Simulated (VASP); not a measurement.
# VGe3 (Pm-3n) in VASP: density of states with LDA

Aim: the density of states of VGe3 with LDA.

All numbers are computed with VASP 6.6.1; they aren't measurements. Logs are shortened: lines on timing, memory, paths and dates and some standing lists are left out, and cuts for length are marked.

## Step 1: The cell of the first run

Symmetry: Pm-3n, No. 223, cubic system. The conventional cell has a = 4.838 Å, b = 4.838 Å, c = 4.838 Å, α = 90.00°, β = 90.00°, γ = 90.00°. Ge (site symmetry -4m2) has 10 Ge at 2.42 to 2.96 Å and 4 V at 2.70 Å within 3.2 Å. V (site symmetry m-3) has 12 Ge at 2.70 Å within 3.6 Å.

## Step 2: Density of states, LDA

POSCAR

```
VGe3
1.0
    4.8377408600      0.0000000000      0.0000000000
    0.0000000000      4.8377408600      0.0000000000
    0.0000000000      0.0000000000      4.8377408600
Ge V
6 2
Direct
    0.2500000000      0.0000000000      0.5000000000
    0.5000000000      0.7500000000      0.0000000000
    0.7500000000      0.0000000000      0.5000000000
    0.5000000000      0.2500000000      0.0000000000
    0.0000000000      0.5000000000      0.7500000000
    0.0000000000      0.5000000000      0.2500000000
    0.0000000000      0.0000000000      0.0000000000
    0.5000000000      0.5000000000      0.5000000000
```

INCAR.step1

```
PREC = Accurate ; ENCUT = 520
EDIFF = 1E-6 ; ISMEAR = -1
SIGMA = 0.0738 ; LREAL = False
LASPH = True ; NELM = 100
ALGO = Normal ; ISIF = 2
LWAVE = False ; LCHARG = True
LMAXMIX = 4 ; NBANDS = 65
```

KPOINTS.step1

```
regular mesh
0
Gamma
  7 7 7
```

INCAR.step2

```
PREC = Accurate ; ENCUT = 520
EDIFF = 1E-6 ; ISMEAR = -5
SIGMA = 0.0738 ; LREAL = False
LASPH = True ; NELM = 100
ALGO = Normal ; ISIF = 2
LWAVE = False ; LCHARG = False
LMAXMIX = 4 ; LORBIT = 11
NEDOS = 1001 ; ICHARG = 11
```

KPOINTS.step2

```
regular mesh
0
Gamma
  11 11 11
```

Potentials or basis: VASP PAW LDA potentials, release 64 (Ge_d, V_sv).

Run with:

```bash
$ cat potpaw_LDA.64/Ge_d/POTCAR potpaw_LDA.64/V_sv/POTCAR > POTCAR
$ cp INCAR.step1 INCAR
$ cp KPOINTS.step1 KPOINTS
$ mpirun -np 1 vasp_std > vasp.out
$ cp INCAR.step2 INCAR
$ cp KPOINTS.step2 KPOINTS
$ mpirun -np 1 vasp_std > vasp.out
```

OUTCAR:

```text
PREC = Accurate
   ENCUT = 520
   EDIFF = 1E-6
   ISMEAR = -5
   LREAL = False
   LASPH = True
   NELM = 100
   ISIF = 2
   LORBIT = 11
   ICHARG = 11

 ion  position               nearest neighbor table
   1  0.250  0.000  0.500-   3 2.42   3 2.42   8 2.70   7 2.70   8 2.70   7 2.70
   2  0.500  0.750  0.000-   4 2.42   4 2.42   8 2.70   8 2.70   7 2.70   7 2.70
   3  0.750  0.000  0.500-   1 2.42   1 2.42   8 2.70   7 2.70   8 2.70   7 2.70
   4  0.500  0.250  0.000-   2 2.42   2 2.42   8 2.70   8 2.70   7 2.70   7 2.70
   5  0.000  0.500  0.750-   6 2.42   6 2.42   8 2.70   7 2.70   7 2.70   8 2.70
   6  0.000  0.500  0.250-   5 2.42   5 2.42   8 2.70   7 2.70   7 2.70   8 2.70
   7  0.000  0.000  0.000-   1 2.70   2 2.70   3 2.70   4 2.70   5 2.70   6 2.70   1 2.70   3 2.70
                             5 2.70   6 2.70   2 2.70   4 2.70
   8  0.500  0.500  0.500-   1 2.70   2 2.70   3 2.70   4 2.70   5 2.70   6 2.70   2 2.70   4 2.70
                             1 2.70   3 2.70   5 2.70   6 2.70

  LATTYP: Found a simple cubic cell.
 ALAT       =     4.8377408600

  Lattice vectors:

 A1 = (   4.8377408600,   0.0000000000,   0.0000000000)
 A2 = (   0.0000000000,   4.8377408600,   0.0000000000)
 A3 = (   0.0000000000,   0.0000000000,   4.8377408600)

Analysis of symmetry for initial positions (statically):
=====================================================================
 Subroutine PRICEL returns:
 Original cell was already a primitive cell.

 Routine SETGRP: Setting up the symmetry group for a
 simple cubic supercell.

 Subroutine GETGRP returns: Found 48 space group operations
 (whereof 24 operations were pure point group operations)
 out of a pool of 48 trial point group operations.

The static configuration has the point symmetry T_h .
 The point group associated with its full space group is O_h .

Analysis of symmetry for dynamics (positions and initial velocities):
=====================================================================
 Subroutine PRICEL returns:
 Original cell was already a primitive cell.

 Routine SETGRP: Setting up the symmetry group for a
 simple cubic supercell.

 Subroutine GETGRP returns: Found 48 space group operations
 (whereof 24 operations were pure point group operations)
 out of a pool of 48 trial point group operations.

The dynamic configuration has the point symmetry T_h .
 The point group associated with its full space group is O_h .

 Subroutine INISYM returns: Found 48 space group operations
 (whereof 24 operations are pure point group operations),
 and found     1 'primitive' translations

----------------------------------------------------------------------------------------

                                     Primitive cell

  volume of cell :     113.2212

  direct lattice vectors                    reciprocal lattice vectors
     4.837740860  0.000000000  0.000000000     0.206708054  0.000000000  0.000000000
     0.000000000  4.837740860  0.000000000     0.000000000  0.206708054  0.000000000
     0.000000000  0.000000000  4.837740860     0.000000000  0.000000000  0.206708054

  length of vectors
     4.837740860  4.837740860  4.837740860     0.206708054  0.206708054  0.206708054

  position of ions in fractional coordinates (direct lattice)
     0.250000000  0.000000000  0.500000000
     0.500000000  0.750000000  0.000000000
     0.750000000  0.000000000  0.500000000
     0.500000000  0.250000000  0.000000000
     0.000000000  0.500000000  0.750000000
     0.000000000  0.500000000  0.250000000
     0.000000000  0.000000000  0.000000000
     0.500000000  0.500000000  0.500000000

  ion indices of the primitive-cell ions
   primitive index   ion index
                 1           1
                 2           2
                 3           3
                 4           4
                 5           5
                 6           6
                 7           7
                 8           8

----------------------------------------------------------------------------------------

 KPOINTS: regular mesh

Automatic generation of k-mesh.
 Grid dimensions read from file:
 generate k-points for:   11   11   11

 Generating k-lattice:

  Cartesian coordinates                     Fractional coordinates (reciprocal lattice)
     0.018791641  0.000000000  0.000000000     0.090909091  0.000000000  0.000000000
     0.000000000  0.018791641  0.000000000     0.000000000  0.090909091  0.000000000
     0.000000000  0.000000000  0.018791641     0.000000000  0.000000000  0.090909091

  Length of vectors
     0.018791641  0.018791641  0.018791641

  Shift w.r.t. Gamma in fractional coordinates (k-lattice)
     0.000000000  0.000000000  0.000000000

 TETIRR: Found    651 inequivalent tetrahedra from     7986

 Subroutine IBZKPT returns following result:
 ===========================================

 Found     56 irreducible k-points:

 Following reciprocal coordinates:
            Coordinates               Weight
  0.000000  0.000000  0.000000      1.000000
  0.090909  0.000000  0.000000      6.000000
  0.181818  0.000000  0.000000      6.000000
  0.272727  0.000000  0.000000      6.000000
  0.363636  0.000000  0.000000      6.000000
  0.454545  0.000000  0.000000      6.000000
[... 16 lines left out ...]
  0.181818  0.090909  0.090909     24.000000
  0.272727  0.090909  0.090909     24.000000
 [... further k-points ...]
   k-points           NKPTS =     56   k-points in BZ     NKDIM =     56   number of bands    NBANDS=     66
   number of dos      NEDOS =   1001   number of ions     NIONS =      8
   total plane-waves  NPLWV =  46656
   dimension x,y,z NGX =    36 NGY =   36 NGZ =   36
   dimension x,y,z NGXF=    72 NGYF=   72 NGZF=   72
   ions per type =               6   2
   NGX,Y,Z   is equivalent  to a cutoff of  12.37, 12.37, 12.37 a.u.
   NGXF,Y,Z  is equivalent  to a cutoff of  24.74, 24.74, 24.74 a.u.
 SYSTEM =  unknown system
   PREC   = accura    normal or accurate (medium, high low for compatibility)
   ISTART =      0    job   : 0-new  1-cont  2-samecut
   ICHARG =     11    charge: 1-file 2-atom 10-const
   ISPIN  =      1    spin polarized calculation?
   LNONCOLLINEAR =      F non collinear calculations
   LSORBIT =      F    spin-orbit coupling
   LASPH  =      T    aspherical Exc in radial PAW
   ENCUT  =  520.0 eV  38.22 Ry    6.18 a.u.   8.99  8.99  8.99*2*pi/ulx,y,z
   NELM   =    100;   NELMIN=  2; NELMDL=  0     # of ELM steps
   EDIFF  = 0.1E-05   stopping-criterion for ELM
   LREAL  =      F    real-space projection
   EDIFFG = 0.1E-04   stopping-criterion for IOM
   NSW    =      0    number of steps for IOM
   IBRION =     -1    ionic relax: 0-MD 1-quasi-New 2-CG
   NFREE  =      0    steps in history (QN), initial steepest desc. (CG)
   ISIF   =      2    stress and relaxation
   ISYM   =      2    0-nonsym 1-usesym 2-fastsym
   POTIM  = 0.5000    time-step for ionic-motion
   TEBEG  =    0.0;   TEEND  =   0.0 temperature during run
   PSTRESS=    0.0 pullay stress
   NELECT =     110.0000    total number of electrons
   NUPDOWN=      -1.0000    fix difference up-down
   EMIN   =  10.00;   EMAX   =-10.00  energy-range for DOS
   EFERMI =   0.00;   METHOD = LEGACY
   ISMEAR =    -5;   SIGMA  =   0.07  broadening in eV -4-tet -1-fermi 0-gaus
   EFERMI_NEDOS =   21; number of points for ismear=-14 and -15
   IALGO  =     38    algorithm
   IMIX   =      4    mixing-type and parameters
     AMIX     =   0.40;   BMIX     =  1.00
     AMIX_MAG =   1.60;   BMIX_MAG =  1.00
  volume/ion in A,a.u.               =      14.15        95.51
  Fermi-wavevector in a.u.,A,eV,Ry     =   1.621423  3.064046 35.769908  2.629014
  Thomas-Fermi vector in A             =   2.715202
   LORBIT       =     11    0 simple, 1 ext, 2 COOP (PROOUT), +10 PAW based schemes
   GGA     = CA    functional components
   LHFCALC =     F    Hartree Fock is set to
   AEXX    =    0.0000 exact exchange contribution
   IVDW    =     0    specifies the selected vdW correction
   LEPSILON=     F    determine dielectric tensor
   LRPA    =     F    only Hartree local field effects (RPA)
 non-spin polarized calculation
 Fermi weights with tetrahedron method with Bloechl corrections
  energy-cutoff  :      520.00
  volume of cell :      113.22
 maximum number of plane-waves:      3069
 NGX is ok and might be reduce to    36

 number of electron     109.9999756 magnetization

 Free energy of the ion-electron system (eV)
  ---------------------------------------------------
  ext. energy  EPLUGINS =         0.00000000
  ---------------------------------------------------
  free energy    TOTEN  =       -49.18863980 eV

  energy without entropy =      -49.18863980  energy(sigma->0) =      -49.18863980

 E-fermi :   9.7282     XC(G=0): -13.0633

 val. band max:        9.7245521402   @ k =   0.3636   0.2727   0.0000
 cond. band min:       9.6733884491   @ k =   0.2727   0.1818   0.1818
 fundamental gap:     -0.0511636911
 Fermi energy:         9.7281590256

 k-point     1 :       0.0000    0.0000    0.0000
  band No.  band energies     occupation
      1     -53.4474      2.00000
      2     -53.4468      2.00000
      3     -27.7749      2.00000
      4     -27.7749      2.00000
      5     -27.7749      2.00000
      6     -27.7692      2.00000
[... 58 lines left out ...]
     65      14.0860      0.00000
     66      14.0860      0.00000

 k-point     2 :       0.0909    0.0000    0.0000
  band No.  band energies     occupation
      1     -53.4474      2.00000
      2     -53.4468      2.00000
      3     -27.7750      2.00000
      4     -27.7748      2.00000
      5     -27.7748      2.00000
      6     -27.7694      2.00000
[... 1576 lines left out ...]
     65      13.7921      0.00000
     66      14.3175      0.00000

 [... further k-points ...]

------------------------ aborting loop because EDIFF is reached ----------------------------------------

  FORCE on cell =-STRESS in cart. coord.  units (eV):
  Direction    XX          YY          ZZ          XY          YZ          ZX
  --------------------------------------------------------------------------------------
  -------------------------------------------------------------------------------------
  Total        6.4691090      6.4691090      6.4691090     -0.0000000      0.0000000      0.0000000
  in kB       91.5434442     91.5434442     91.5434442     -0.0000000      0.0000000      0.0000000
  external PRESSURE =      91.5434442 kB  Pullay stress =       0.0000000 kB

 VOLUME and BASIS-vectors are now :
 -----------------------------------------------------------------------------
  energy-cutoff  :      520.00
  volume of cell :      113.22
      direct lattice vectors                 reciprocal lattice vectors
     4.837740860  0.000000000  0.000000000     0.206708054  0.000000000  0.000000000
     0.000000000  4.837740860  0.000000000     0.000000000  0.206708054  0.000000000
     0.000000000  0.000000000  4.837740860     0.000000000  0.000000000  0.206708054

 POSITION                                       TOTAL-FORCE (eV/Angst)
 -----------------------------------------------------------------------------------
      1.20944      0.00000      2.41887         0.000000      0.000000      0.000000
      2.41887      3.62831      0.00000        -0.000000      0.000000     -0.000000
      3.62831      0.00000      2.41887        -0.000000     -0.000000     -0.000000
      2.41887      1.20944      0.00000        -0.000000     -0.000000      0.000000
      0.00000      2.41887      3.62831         0.000000      0.000000     -0.000000
      0.00000      2.41887      1.20944         0.000000     -0.000000     -0.000000
      0.00000      0.00000      0.00000         0.000000     -0.000000     -0.000000
      2.41887      2.41887      2.41887         0.000000     -0.000000     -0.000000
 -----------------------------------------------------------------------------------
    total drift:                                0.000000      0.000000     -0.000000

  FREE ENERGIE OF THE ION-ELECTRON SYSTEM (eV)
  ---------------------------------------------------
  free  energy   TOTEN  =       -49.1886398018 eV

  energy  without entropy=      -49.1886398018  energy(sigma->0) =      -49.18863980

 total charge

# of ion       s       p       d       tot
------------------------------------------
    1        1.188   1.222  10.095  12.505
    2        1.188   1.222  10.095  12.505
    3        1.188   1.222  10.095  12.505
    4        1.188   1.222  10.095  12.505
    5        1.188   1.222  10.095  12.505
    6        1.188   1.222  10.095  12.505
    7        2.236   6.167   3.222  11.624
    8        2.236   6.167   3.222  11.624
--------------------------------------------------
tot         11.600  19.669  67.011  98.280
```

Wall time 4.4 min (1 thread of Intel Xeon Platinum 8124M at 3.00GHz (Skylake/Cascade Lake), shared host); peak memory 0.39 GiB.

What came out:

```yaml
Valence_electrons_inside_the_program's_atomic_spheres: Ge 12.51; V 11.62
```

Caveat: tetrahedron occupations give inexact forces and stress in metals.
